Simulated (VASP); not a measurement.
# Rh (Fm-3m) in VASP: a series of runs, part 2 of 2

VASP 6.6.1. Earlier steps stand in the parts before.

### 4 Single point, PBE

This run uses another cell than the first one, of 13.40 Å³/atom, 1.043 times its volume.

INCAR reads:

```
SYSTEM = Rh
PREC = Accurate ; ENCUT = 520
EDIFF = 1E-7 ; ISMEAR = 1
SIGMA = 0.05 ; LREAL = .False.
LASPH = .True. ; NELM = 80
ALGO = Normal ; ISIF = 2
LWAVE = .False. ; LCHARG = .False.
GGA = PE ; NBANDS = 14
```

KPOINTS reads:

```
regular mesh
0
Gamma
  15 15 15
  0 0 0
```

POSCAR reads:

```
Rh
1.0
    0.0000000000      1.8851123679      1.8851123679
    1.8851123679      0.0000000000      1.8851123679
    1.8851123679      1.8851123679      0.0000000000
Rh
1
Direct
    0.0000000000      0.0000000000      0.0000000000
```

Potentials or basis: VASP PAW PBE potentials, release 64 (Rh_pv).

Run with:

```
$ cat potpaw_PBE.64/Rh_pv/POTCAR > POTCAR
$ mpirun -np 1 vasp_std > vasp.out
```

OUTCAR:

```text
SYSTEM = Rh
   PREC = Accurate
   ENCUT = 520
   EDIFF = 1E-7
   ISMEAR = 1
   LREAL = .False.
   LASPH = .True.
   NELM = 80
   ISIF = 2
   GGA = PE

 ion  position               nearest neighbor table
   1  0.000  0.000  0.000-

  LATTYP: Found a face centered cubic cell.
 ALAT       =     3.7702247358

  Lattice vectors:

 A1 = (   0.0000000000,   1.8851123679,   1.8851123679)
 A2 = (   1.8851123679,   0.0000000000,   1.8851123679)
 A3 = (   1.8851123679,   1.8851123679,   0.0000000000)

Analysis of symmetry for initial positions (statically):
=====================================================================
 Subroutine PRICEL returns:
 Original cell was already a primitive cell.

 Routine SETGRP: Setting up the symmetry group for a
 face centered cubic supercell.

 Subroutine GETGRP returns: Found 48 space group operations
 (whereof 48 operations were pure point group operations)
 out of a pool of 48 trial point group operations.

The static configuration has the point symmetry O_h .

Analysis of symmetry for dynamics (positions and initial velocities):
=====================================================================
 Subroutine PRICEL returns:
 Original cell was already a primitive cell.

 Routine SETGRP: Setting up the symmetry group for a
 face centered cubic supercell.

 Subroutine GETGRP returns: Found 48 space group operations
 (whereof 48 operations were pure point group operations)
 out of a pool of 48 trial point group operations.

The dynamic configuration has the point symmetry O_h .

 Subroutine INISYM returns: Found 48 space group operations
 (whereof 48 operations are pure point group operations),
 and found     1 'primitive' translations

----------------------------------------------------------------------------------------

                                     Primitive cell

  volume of cell :      13.3981

  direct lattice vectors                    reciprocal lattice vectors
     0.000000000  1.885112368  1.885112368    -0.265236178  0.265236178  0.265236178
     1.885112368  0.000000000  1.885112368     0.265236178 -0.265236178  0.265236178
     1.885112368  1.885112368  0.000000000     0.265236178  0.265236178 -0.265236178

  length of vectors
     2.665951477  2.665951477  2.665951477     0.459402537  0.459402537  0.459402537

  position of ions in fractional coordinates (direct lattice)
     0.000000000  0.000000000  0.000000000

  ion indices of the primitive-cell ions
   primitive index   ion index
                 1           1

----------------------------------------------------------------------------------------

 KPOINTS: regular mesh

Automatic generation of k-mesh.
 Grid dimensions read from file:
 generate k-points for:   15   15   15

 Generating k-lattice:

  Cartesian coordinates                     Fractional coordinates (reciprocal lattice)
    -0.017682412  0.017682412  0.017682412     0.066666667  0.000000000  0.000000000
     0.017682412 -0.017682412  0.017682412     0.000000000  0.066666667  0.000000000
     0.017682412  0.017682412 -0.017682412     0.000000000  0.000000000  0.066666667

  Length of vectors
     0.030626836  0.030626836  0.030626836

  Shift w.r.t. Gamma in fractional coordinates (k-lattice)
     0.000000000  0.000000000  0.000000000

 Subroutine IBZKPT returns following result:
 ===========================================

 Found    120 irreducible k-points:

 Following reciprocal coordinates:
            Coordinates               Weight
  0.000000  0.000000  0.000000      1.000000
  0.066667  0.000000  0.000000      8.000000
  0.133333  0.000000  0.000000      8.000000
  0.200000  0.000000  0.000000      8.000000
  0.266667  0.000000  0.000000      8.000000
  0.333333  0.000000  0.000000      8.000000
[... 16 lines left out ...]
  0.133333  0.133333  0.000000      6.000000
  0.200000  0.133333  0.000000     24.000000
 [... further k-points ...]
   k-points           NKPTS =    120   k-points in BZ     NKDIM =    120   number of bands    NBANDS=     14
   number of dos      NEDOS =    301   number of ions     NIONS =      1
   total plane-waves  NPLWV =   8000
   dimension x,y,z NGX =    20 NGY =   20 NGZ =   20
   dimension x,y,z NGXF=    40 NGYF=   40 NGZF=   40
   ions per type =               1
   NGX,Y,Z   is equivalent  to a cutoff of  12.47, 12.47, 12.47 a.u.
   NGXF,Y,Z  is equivalent  to a cutoff of  24.94, 24.94, 24.94 a.u.
 SYSTEM =  Rh
   PREC   = accura    normal or accurate (medium, high low for compatibility)
   ISTART =      0    job   : 0-new  1-cont  2-samecut
   ICHARG =      2    charge: 1-file 2-atom 10-const
   ISPIN  =      1    spin polarized calculation?
   LNONCOLLINEAR =      F non collinear calculations
   LSORBIT =      F    spin-orbit coupling
   LASPH  =      T    aspherical Exc in radial PAW
   ENCUT  =  520.0 eV  38.22 Ry    6.18 a.u.   4.96  4.96  4.96*2*pi/ulx,y,z
   NELM   =     80;   NELMIN=  2; NELMDL= -5     # of ELM steps
   EDIFF  = 0.1E-06   stopping-criterion for ELM
   LREAL  =      F    real-space projection
   EDIFFG = 0.1E-05   stopping-criterion for IOM
   NSW    =      0    number of steps for IOM
   IBRION =     -1    ionic relax: 0-MD 1-quasi-New 2-CG
   NFREE  =      0    steps in history (QN), initial steepest desc. (CG)
   ISIF   =      2    stress and relaxation
   ISYM   =      2    0-nonsym 1-usesym 2-fastsym
   POTIM  = 0.5000    time-step for ionic-motion
   TEBEG  =    0.0;   TEEND  =   0.0 temperature during run
   PSTRESS=    0.0 pullay stress
   NELECT =      15.0000    total number of electrons
   NUPDOWN=      -1.0000    fix difference up-down
   EMIN   =  10.00;   EMAX   =-10.00  energy-range for DOS
   EFERMI =   0.00;   METHOD = LEGACY
   ISMEAR =     1;   SIGMA  =   0.05  broadening in eV -4-tet -1-fermi 0-gaus
   EFERMI_NEDOS =   21; number of points for ismear=-14 and -15
   IALGO  =     38    algorithm
   IMIX   =      4    mixing-type and parameters
     AMIX     =   0.40;   BMIX     =  1.00
     AMIX_MAG =   1.60;   BMIX_MAG =  1.00
  volume/ion in A,a.u.               =      13.40        90.41
  Fermi-wavevector in a.u.,A,eV,Ry     =   1.699905  3.212355 39.316447  2.889677
  Thomas-Fermi vector in A             =   2.780137
   LORBIT       =      0    0 simple, 1 ext, 2 COOP (PROOUT), +10 PAW based schemes
   GGA     = PE    functional components
   LHFCALC =     F    Hartree Fock is set to
   AEXX    =    0.0000 exact exchange contribution
   IVDW    =     0    specifies the selected vdW correction
   LEPSILON=     F    determine dielectric tensor
   LRPA    =     F    only Hartree local field effects (RPA)
 non-spin polarized calculation
 Methfessel and Paxton  Order N= 1 SIGMA  =   0.05
  energy-cutoff  :      520.00
  volume of cell :       13.40
 maximum number of plane-waves:       370
   NGX =  9   NGY =  9   NGZ =  9

 number of electron      15.0000005 magnetization

 Free energy of the ion-electron system (eV)
  ---------------------------------------------------
  ext. energy  EPLUGINS =         0.00000000
  ---------------------------------------------------
  free energy    TOTEN  =        -7.23159811 eV

  energy without entropy =       -7.23137396  energy(sigma->0) =       -7.23152339

 E-fermi :  12.4010     XC(G=0): -14.2007

 val. band max:       12.3915267170   @ k =   0.3333   0.1333   0.0000
 cond. band min:      12.4055927760   @ k =  -0.4667   0.4000   0.0000
 fundamental gap:      0.0140660590
 Fermi energy:        12.4009707501

 k-point     1 :       0.0000    0.0000    0.0000
  band No.  band energies     occupation
      1     -34.0509      2.00000
      2     -34.0509      2.00000
      3     -34.0509      2.00000
      4       4.2341      2.00000
      5       9.1744      2.00000
      6       9.1744      2.00000
      7       9.1744      2.00000
      8      11.3474      2.00000
      9      11.3474      2.00000
     10      28.3583      0.00000
     11      32.8175      0.00000
     12      33.9693      0.00000
     13      33.9693      0.00000
     14      33.9693      0.00000
[... 375 lines left out ...]
 k-point    24 :       0.2000    0.1333    0.0000
  band No.  band energies     occupation
      1     -34.2789      2.00000
      2     -34.1249      2.00000
      3     -34.1182      2.00000
      4       5.7096      2.00000
      5       8.3038      2.00000
      6       9.8400      2.00000
      7       9.9203      2.00000
      8      10.6364      2.00000
      9      11.7192      2.00000
     10      30.4330      0.00000
     11      30.9213      0.00000
     12      32.8179      0.00000
     13      33.7982      0.00000
     14      34.2849      0.00000

 [... further k-points ...]
[... 5 lines left out ...]
  --------------------------------------------------------------------------------------
  -------------------------------------------------------------------------------------
  Total        1.1434208      1.1434208      1.1434208      0.0000000      0.0000000      0.0000000
  in kB      136.7335105    136.7335105    136.7335105      0.0000000      0.0000000      0.0000000
  external PRESSURE =     136.7335105 kB  Pullay stress =       0.0000000 kB

 VOLUME and BASIS-vectors are now :
 -----------------------------------------------------------------------------
  energy-cutoff  :      520.00
  volume of cell :       13.40
      direct lattice vectors                 reciprocal lattice vectors
     0.000000000  1.885112368  1.885112368    -0.265236178  0.265236178  0.265236178
     1.885112368  0.000000000  1.885112368     0.265236178 -0.265236178  0.265236178
     1.885112368  1.885112368  0.000000000     0.265236178  0.265236178 -0.265236178

 POSITION                                       TOTAL-FORCE (eV/Angst)
 -----------------------------------------------------------------------------------
      0.00000      0.00000      0.00000        -0.000000      0.000000      0.000000
 -----------------------------------------------------------------------------------
    total drift:                                0.000000      0.000000      0.000000

  FREE ENERGIE OF THE ION-ELECTRON SYSTEM (eV)
  ---------------------------------------------------
  free  energy   TOTEN  =        -7.2315981056 eV

  energy  without entropy=       -7.2313739600  energy(sigma->0) =       -7.23152339
```

It took 10 s on 1 thread of Intel Xeon 6975P-C (Granite Rapids), shared host; peak memory 0.14 GiB.

Results:

| Quantity | Value |
| --- | --- |
| Free energy | -7.2316 eV |
| Pressure | 13.7 GPa |

Levels at points of the mesh, in eV from the Fermi level:
| k point | band 3 | band 4 | band 5 | band 6 | band 7 | band 8 | band 9 | band 10 | band 11 | band 12 |
| --- | --- | --- | --- | --- | --- | --- | --- | --- | --- | --- |
| (0.00, 0.00, 0.00) | -46.45 | -8.17 | -3.23 | -3.23 | -3.23 | -1.05 | -1.05 | 15.96 | 20.42 | 21.57 |

### 5 Single point, PBE

This run uses another cell than the first one, of 13.67 Å³/atom, 1.064 times its volume.

INCAR reads:

```
PREC     = Accurate       # precision mode
ENCUT    = 520            # plane-wave cutoff, eV
EDIFF    = 1E-7           # SCF threshold, eV
ISMEAR   = 1              # smearing method
SIGMA    = 0.05           # smearing width, eV
LREAL    = F              # projectors in reciprocal space
LASPH    = T              # aspherical terms in the spheres
NELM     = 60             # most SCF steps
ALGO     = Normal         # electronic algorithm
ISIF     = 2              # what is computed and relaxed
LWAVE    = F              # write WAVECAR
LCHARG   = F              # write CHGCAR
GGA      = PE             # functional
NBANDS   = 14             # bands
```

KPOINTS reads:

```
regular mesh
0
Gamma
  15 15 15
```

POSCAR reads:

```
Rh
1.0
    0.0000000000      1.8978500000      1.8978500000
    1.8978500000      0.0000000000      1.8978500000
    1.8978500000      1.8978500000      0.0000000000
Rh
1
Direct
    0.0000000000      0.0000000000      0.0000000000
```

Potentials or basis: VASP PAW PBE potentials, release 64 (Rh_pv).

Run with:

```
$ cat potpaw_PBE.64/Rh_pv/POTCAR > POTCAR
$ mpirun -np 1 vasp_std > vasp.out
```

OUTCAR:

```text
PREC = Accurate
   ENCUT = 520
   EDIFF = 1E-7
   ISMEAR = 1
   LREAL = F
   LASPH = T
   NELM = 60
   ISIF = 2
   GGA = PE

 ion  position               nearest neighbor table
   1  0.000  0.000  0.000-

  LATTYP: Found a face centered cubic cell.
 ALAT       =     3.7957000000

  Lattice vectors:

 A1 = (   0.0000000000,   1.8978500000,   1.8978500000)
 A2 = (   1.8978500000,   0.0000000000,   1.8978500000)
 A3 = (   1.8978500000,   1.8978500000,   0.0000000000)

Analysis of symmetry for initial positions (statically):
[... 576 lines left out ...]
      6       9.5426      2.00000
      7       9.6196      2.00000
      8      10.3149      2.00000
      9      11.3611      2.00000
     10      29.9684      0.00000
     11      30.4496      0.00000
     12      32.4998      0.00000
     13      33.2194      0.00000
     14      33.7228      0.00000

 [... further k-points ...]
[... 5 lines left out ...]
  --------------------------------------------------------------------------------------
  -------------------------------------------------------------------------------------
  Total        0.6305583      0.6305583      0.6305583      0.0000000      0.0000000     -0.0000000
  in kB       73.8958775     73.8958775     73.8958775      0.0000000      0.0000000     -0.0000000
  external PRESSURE =      73.8958775 kB  Pullay stress =       0.0000000 kB

 VOLUME and BASIS-vectors are now :
 -----------------------------------------------------------------------------
  energy-cutoff  :      520.00
  volume of cell :       13.67
      direct lattice vectors                 reciprocal lattice vectors
     0.000000000  1.897850000  1.897850000    -0.263456016  0.263456016  0.263456016
     1.897850000  0.000000000  1.897850000     0.263456016 -0.263456016  0.263456016
     1.897850000  1.897850000  0.000000000     0.263456016  0.263456016 -0.263456016

 POSITION                                       TOTAL-FORCE (eV/Angst)
 -----------------------------------------------------------------------------------
      0.00000      0.00000      0.00000         0.000000      0.000000      0.000000
 -----------------------------------------------------------------------------------
    total drift:                                0.000000     -0.000000      0.000000

  FREE ENERGIE OF THE ION-ELECTRON SYSTEM (eV)
  ---------------------------------------------------
  free  energy   TOTEN  =        -7.2496289482 eV

  energy  without entropy=       -7.2494010587  energy(sigma->0) =       -7.24955299
```

OSZICAR:

```text
N       E                     dE             d eps       ncg     rms          rms(c)
DAV:   1     0.122414993213E+03    0.12241E+03   -0.87486E+03  3360   0.115E+03
DAV:   2    -0.608919366661E+01   -0.12850E+03   -0.12266E+03  3756   0.344E+02
DAV:   3    -0.774599293615E+01   -0.16568E+01   -0.16545E+01  3888   0.425E+01
DAV:   4    -0.775208088539E+01   -0.60879E-02   -0.60878E-02  3954   0.265E+00
DAV:   5    -0.775213465013E+01   -0.53765E-04   -0.53765E-04  3864   0.219E-01    0.103E+01
DAV:   6    -0.727041905037E+01    0.48172E+00   -0.78377E-01  3534   0.124E+01    0.361E+00
DAV:   7    -0.725322581803E+01    0.17193E-01   -0.18314E-02  3894   0.166E+00    0.168E+00
DAV:   8    -0.724975229990E+01    0.34735E-02   -0.31140E-03  3576   0.750E-01    0.202E-01
DAV:   9    -0.724962786898E+01    0.12443E-03   -0.67764E-05  3624   0.111E-01    0.110E-02
DAV:  10    -0.724962881235E+01   -0.94337E-06   -0.30470E-06  3786   0.219E-02    0.252E-03
DAV:  11    -0.724962899796E+01   -0.18560E-06   -0.23049E-07  3652   0.658E-03    0.912E-04
DAV:  12    -0.724962894819E+01    0.49762E-07   -0.79710E-09  1794   0.128E-03
   1 F= -.72496289E+01 E0= -.72495530E+01  d E =-.227890E-03
```

It took 7.8 s on 1 thread of Intel Xeon 6975P-C (Granite Rapids), shared host; peak memory 0.14 GiB.

Results:

| Item | Value |
| --- | --- |
| Free energy | -7.2496 eV |
| Pressure | 7.4 GPa |

### 6 Summary

```tsv
cell	gap on the mesh (eV)	pressure (GPa)
a = 2.629 Å, angles 60.0°, 1 atom	none	28.7
a = 2.648 Å, angles 60.0°, 1 atom	none	20.7
a = 2.666 Å, angles 60.0°, 1 atom	none	13.7
a = 2.684 Å, angles 60.0°, 1 atom	none	7.4
```

Alike in all rows: task single point; level PBE; potentials or basis VASP PAW PBE potentials, release 64 (Rh_pv); no spin polarisation; k mesh 15 × 15 × 15; cutoff (eV) 520; smearing methfessel-paxton 0.05 eV.

Total energies depend on the potentials used, so only differences within one code and one set of settings carry meaning.
